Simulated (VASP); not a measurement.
The system is Ga3S2.

```
CELL_PARAMETERS angstrom
1.83961 1.06210 8.47680
-1.83961 1.06210 8.47680
0.00000 -2.12420 8.47680
ATOMIC_POSITIONS crystal
Ga 0.00000 0.00000 0.00000
Ga 0.21170 0.21170 0.21170
Ga 0.78830 0.78830 0.78830
S 0.40080 0.40080 0.40080
S 0.59920 0.59920 0.59920
```

The cell was generated, and may not be a known phase.

- Program: VASP 6.6.1
- Task: relaxation of cell and atoms
- Functional: PBE
- Potentials or basis: VASP PAW PBE potentials, release 64 (Ga_d, S)
- Cutoff: 600 eV
- k mesh: 5 × 5 × 5
- Occupations: gaussian, width 0.2 eV
- Spin: no spin polarisation

At the start: pressure 1.4 GPa; volume 19.87 Å³/atom.

Q: Where does the relaxation end?

A: Over 8 steps the energy falls by 28.1 meV/atom and the volume is 19.70 Å³/atom (-0.9 %); space group R-3m (No. 166, to 0.1 Å) before and after.

Step by step:
```tsv
step	energy change (eV)	largest force (eV/Å)	pressure (GPa)	volume (Å³)
1	0.0000	0.4169	1.40	99.37
2	-0.0500	0.2994	-0.19	101.89
3	-0.0632	0.3092	-1.41	104.11
4	-0.0999	0.1969	-0.99	102.59
5	-0.1183	0.2752	0.04	100.00
6	-0.1195	0.2631	-0.17	100.50
7	-0.1340	0.1579	0.04	99.57
8	-0.1405	0.0259	0.33	98.51
```

Final structure:
```
CELL_PARAMETERS angstrom
1.87776 1.08413 8.06531
-1.87776 1.08413 8.06531
0.00000 -2.16825 8.06531
ATOMIC_POSITIONS crystal
Ga 0.00000 0.00000 0.00000
Ga 0.20595 0.20595 0.20595
Ga 0.79405 0.79405 0.79405
S 0.40499 0.40499 0.40499
S 0.59501 0.59501 0.59501
```

Caveat: the k points lie up to 0.39 Å⁻¹ apart in the final cell, too coarse for converged energies and pressures of a metal.
